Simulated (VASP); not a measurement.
Write the native input for VASP 6.6.1 that does the following.

- Task: single point
- Functional: PBE
- Potentials or basis: VASP PAW PBE potentials, release 64 (Mo_sv, C)
- Cutoff: 520 eV
- k mesh: 4 × 6 × 6
- Occupations: gaussian, width 0.1 eV
- Spin: no spin polarisation
- Dipole correction: no
- Further INCAR settings: ALGO = Normal; EDIFF = 1e-06; NBANDS = 28

The structure of Mo2C3 lies in POSCAR:

```
Mo2C3
1.0
    5.4384757467      0.0000000000      0.0000000000
    0.0000000000      2.5425385683      2.5739040954
    0.0000000000     -2.5425385683      2.5739040954
Mo C
2 3
Direct
    0.0000000000      0.0212655979      0.4938764868
    0.0000000000      0.4938764868      0.0212655979
    0.2583736993      0.9956160761      0.9956160761
    0.7416263007      0.9956160761      0.9956160761
    0.5000000000      0.9937599419      0.9937599419
```

The input as run:

INCAR

```
SYSTEM = Mo2C3
PREC     = Accurate       ! precision mode
ENCUT    = 520            ! plane-wave cutoff, eV
EDIFF    = 1E-6           ! SCF threshold, eV
ISMEAR   = 0              ! smearing method
SIGMA    = 0.1            ! smearing width, eV
LREAL    = .FALSE.        ! projectors in reciprocal space
LASPH    = .TRUE.         ! aspherical terms in the spheres
NELM     = 60             ! most SCF steps
ALGO     = Normal         ! electronic algorithm
ISIF     = 2              ! what is computed and relaxed
LWAVE    = .FALSE.        ! write WAVECAR
LCHARG   = .FALSE.        ! write CHGCAR
GGA      = PE             ! functional
NBANDS   = 28             ! bands
```

KPOINTS

```
regular mesh
0
G
  4 6 6
  0 0 0
```

Potentials or basis: VASP PAW PBE potentials, release 64 (Mo_sv, C).

Run with:

```sh
$ cat potpaw_PBE.64/Mo_sv/POTCAR potpaw_PBE.64/C/POTCAR > POTCAR
$ mpirun -np 1 vasp_std > vasp.out
```

It gave:

* Pressure: 0.5 GPa
* Largest force: 0.147 eV/Å
* Band gap on the k mesh: zero (bands 20 and 21 overlap by 1.58 eV)

It took 29 s on 1 thread of Intel(R) Xeon(R) 6975P-C (Granite Rapids), with other jobs on the host, peak memory 0.2 GiB.
